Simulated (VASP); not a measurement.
A run of VASP 6.6.1 is set up as follows.

INCAR

```
PREC = Accurate ; ENCUT = 500
EDIFF = 1E-6 ; ISMEAR = 0
SIGMA = 0.01 ; LREAL = F
LASPH = T ; NELM = 120
ALGO = Normal ; ISIF = 2
LWAVE = F ; LCHARG = F
NBANDS = 17 ; GGA_COMPAT = F
```

The input KPOINTS:

```
regular mesh
0
Gamma
  4 4 4
```

POSCAR

```
TlCl
1.0
    3.7936346884      0.0000000000      0.0000000000
    0.0000000000      3.7936346884      0.0000000000
    0.0000000000      0.0000000000      3.7936346884
Tl Cl
1 1
Direct
    0.0000000000      0.0000000000      0.0000000000
    0.5000000000      0.5000000000      0.5000000000
```

Potentials or basis: VASP PAW LDA potentials, release 64 (Tl_d, Cl).

The run is started by

```bash
$ cat potpaw_LDA.64/Tl_d/POTCAR potpaw_LDA.64/Cl/POTCAR > POTCAR
$ mpirun -np 1 vasp_std > vasp.out
```

Question: What does it give for the band gap on the k mesh?

Answer: 1.76 eV.

Question: Estimate the pressure.

Answer: -2.3 GPa.

Caveat: spin-orbit coupling is left out, which moves the levels of the heavy elements. Expect the measured gap to be larger: semilocal functionals such as LDA lack the derivative discontinuity.
